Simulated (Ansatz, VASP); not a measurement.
# MgO in VASP and in Ansatz

```
Mg O
1.0
     0.00000    2.10000    2.10000
     2.10000    0.00000    2.10000
     2.10000    2.10000    0.00000
Mg O
1 1
Direct
  0.00000 0.00000 0.00000
  0.50000 0.50000 0.50000
```

Alike in both runs: task single point; functional r2SCAN; k mesh 9 × 9 × 9; no spin polarisation.

|  | VASP | Ansatz |
| --- | --- | --- |
| version | VASP 6.6.1 | Ansatz 0.2.0 |
| potentials or method | VASP PAW PBE potentials, release 64 (Mg, O), cutoff 660 eV | PAW, plane waves, scalar-relativistic |
| occupations | gaussian, width 0.01 eV | fixed |
| valence electrons in the cell | 8 | 16 |

|  | VASP | Ansatz | Ansatz less VASP |
| --- | --- | --- | --- |
| pressure (GPa) | -0.9 | 0.5 | +1.46 |

VASP's potentials were made for PBE, not for r2SCAN. VASP's potentials hold 8 valence electrons a cell and Ansatz's 16, so a difference there can come from the potentials and not from the codes.
